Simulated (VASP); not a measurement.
Write the native input for VASP 6.6.1 that does the following.

| Property | Result |
| --- | --- |
| Task | single point |
| Functional | PBE |
| Potentials or basis | VASP PAW PBE potentials, release 64 (Ni, O) |
| Cutoff | 520 eV |
| k mesh | 12 × 12 × 12 |
| Occupations | fermi-dirac, width 0.1 eV |
| Spin | collinear spin, ferromagnetic start |
| Starting moments | [1.0, 0.0] μB |
| Dipole correction | no |
| Further INCAR settings | ALGO = Normal; EDIFF = 1e-06; NBANDS = 19 |

The structure of NiO lies in POSCAR:

```
NiO
1.0
    0.0000000000      2.1268120585      2.1268120585
    2.1268120585      0.0000000000      2.1268120585
    2.1268120585      2.1268120585      0.0000000000
Ni O
1 1
Direct
    0.0000000000      0.0000000000      0.0000000000
    0.5000000000      0.5000000000      0.5000000000
```

One way to write it, as run:

INCAR

```
SYSTEM = NiO
ALGO = Normal
EDIFF = 1E-6
ENCUT = 520
GGA = PE
ISIF = 2
ISMEAR = -1
ISPIN = 2
LASPH = .TRUE.
LCHARG = .TRUE.
LELF = .TRUE.
LMAXMIX = 4
LORBIT = 11
LREAL = .FALSE.
LVHAR = .TRUE.
LWAVE = .FALSE.
MAGMOM = 1 0
NBANDS = 19
NELM = 150
PREC = Accurate
SIGMA = 0.1
```

KPOINTS

```
k-points
0
G
  12 12 12
  0 0 0
```

Potentials or basis: VASP PAW PBE potentials, release 64 (Ni, O).

Run with:

```bash
$ cat potpaw_PBE.64/Ni/POTCAR potpaw_PBE.64/O/POTCAR > POTCAR
$ mpirun -np 1 vasp_std > vasp.out
```

Results of the run:

- Pressure: -5.1 GPa
- Net moment: 1.76 μB per cell
- Site moments: Ni +1.45; O +0.27 μB
- Valence electrons inside the program's atomic spheres: Ni 8.89; O 4.95

Caveat: a cell with one magnetic atom can't hold antiferromagnetic order, which such compounds often take.

Wall time 50 s on 1 thread of AMD EPYC 7R13 Processor (Zen 3), on a shared host, peak memory 0.15 GiB.
